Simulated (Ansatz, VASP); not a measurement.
## AlN: VASP beside Ansatz

File INCAR:

```
PREC = Accurate ; ENCUT = 520
EDIFF = 1E-7 ; ISMEAR = 0
SIGMA = 0.05 ; LREAL = F
LASPH = T ; NELM = 60
ALGO = Normal ; ISIF = 2
LWAVE = F ; LCHARG = T
GGA = PS ; LELF = T
LVHAR = T ; NBANDS = 16
```

File KPOINTS:

```
Automatic mesh
0
Gamma
  9 9 6
```

POSCAR

```
AlN
1.0
    3.3015780391      0.0000000000      0.0000000000
   -1.6507890196      2.8592504545      0.0000000000
    0.0000000000      0.0000000000      4.3483000000
Al N
2 2
Direct
    0.3333333333      0.6666666667      0.7500000000
    0.6666666667      0.3333333333      0.2500000000
    0.3333333333      0.6666666667      0.2500000000
    0.6666666667      0.3333333333      0.7500000000
```

Input for Ansatz:

```yaml
crystal:
  lattice:
    - [3.3015780391, 0.0, 0.0]
    - [-1.6507890196, 2.8592504545, 0.0]
    - [0.0, 0.0, 4.3483]
  atoms:
    - { symbol: Al, position: [0.3333333333, 0.6666666667, 0.75] }
    - { symbol: Al, position: [0.6666666667, 0.3333333333, 0.25] }
    - { symbol: "N", position: [0.3333333333, 0.6666666667, 0.25] }
    - { symbol: "N", position: [0.6666666667, 0.3333333333, 0.75] }
basis:
  ecutwfc: 520.0
kpoints:
  mp_grid: { grid: [9, 9, 6] }
hamiltonian:
  xc: pbesol
scf:
  occupations: { method: gaussian, width: 0.05 }
output:
  forces: true
  stress: true
  eigenvalues: true
```

Alike in both runs: task single point; functional PBEsol; k mesh 9 × 9 × 6; occupations gaussian, width 0.05 eV; no spin polarisation.

|  | VASP | Ansatz |
| --- | --- | --- |
| version | VASP 6.6.1 | Ansatz 0.2.0 |
| potentials or method | VASP PAW PBE potentials, release 64 (Al, N), cutoff 520 eV | scalar-relativistic, plane waves, PAW |
| valence electrons in the cell | 16 | 16 |

|  | VASP | Ansatz | Ansatz less VASP |
| --- | --- | --- | --- |
| gap on the k mesh at the Fermi level (eV) | 2.85 | 2.83 | -0.012 |
| least direct gap on the mesh (eV) | 2.85 | 2.83 | -0.012 |
| pressure (GPa) | -7.9 | -7.8 | +0.08 |
| traceless stress, the component that is largest in VASP (GPa) | -3.56 | -3.52 | +0.042 |

VASP's potentials were made for PBE, not for PBEsol. With one functional, cell and mesh, what is left measures potentials, basis and numerics.
